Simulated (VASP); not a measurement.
Here is a VASP 6.6.1 calculation.

INCAR

```
SYSTEM = LuSb
PREC     = Accurate       ! precision mode
ENCUT    = 600            ! plane-wave cutoff, eV
EDIFF    = 1E-6           ! SCF threshold, eV
ISMEAR   = -1             ! smearing method
SIGMA    = 0.1            ! smearing width, eV
LREAL    = .False.        ! projectors in reciprocal space
LASPH    = .True.         ! aspherical terms in the spheres
NELM     = 100            ! most SCF steps
ALGO     = Normal         ! electronic algorithm
ISIF     = 3              ! what is computed and relaxed
LWAVE    = .False.        ! write WAVECAR
LCHARG   = .False.        ! write CHGCAR
GGA      = PS             ! functional
IBRION   = 2              ! ionic algorithm
NSW      = 80             ! ionic steps
EDIFFG   = -0.03          ! ionic threshold
PSTRESS  = 50.0
```

The input KPOINTS:

```
regular mesh
0
Gamma
  9 9 9
  0 0 0
```

Contents of POSCAR:

```
LuSb
1.0
    0.0000000000      3.0393310000      3.0393310000
    3.0393310000      0.0000000000      3.0393310000
    3.0393310000      3.0393310000      0.0000000000
Lu Sb
1 1
Direct
    0.0000000000      0.0000000000      0.0000000000
    0.5000000000      0.5000000000      0.5000000000
```

Potentials or basis: VASP PAW PBE potentials, release 64 (Lu, Sb).

Command:

```bash
$ cat potpaw_PBE.64/Lu/POTCAR potpaw_PBE.64/Sb/POTCAR > POTCAR
$ mpirun -np 1 vasp_std > vasp.out
```

Q: What does it give for the relaxed volume?

A: 25.34 Å³/atom.

Q: What does it give for the relaxed cell?

A: a = 4.154 Å, b = 4.154 Å, c = 4.154 Å, α = 60.00°, β = 60.00°, γ = 60.00°.

Q: What does it give for the space group after relaxing (to 0.1 Å)?

A: Fm-3m (No. 225).

Final structure:
```cif
data_structure
_symmetry_space_group_name_H-M 'P 1'
_symmetry_Int_Tables_number 1
_cell_length_a 4.1541
_cell_length_b 4.1541
_cell_length_c 4.1541
_cell_angle_alpha 60.000
_cell_angle_beta 60.000
_cell_angle_gamma 60.000
_cell_volume 50.69
loop_
_atom_site_label
_atom_site_type_symbol
_atom_site_fract_x
_atom_site_fract_y
_atom_site_fract_z
_atom_site_occupancy
Lu1 Lu 0.00000 0.00000 0.00000 1
Sb1 Sb 0.50000 0.50000 0.50000 1
```

Caveat: the cell is relaxed towards a set pressure, so the run minimises the enthalpy, not the energy; the PAW data sets were made with another functional, which shifts forces and pressure a little.
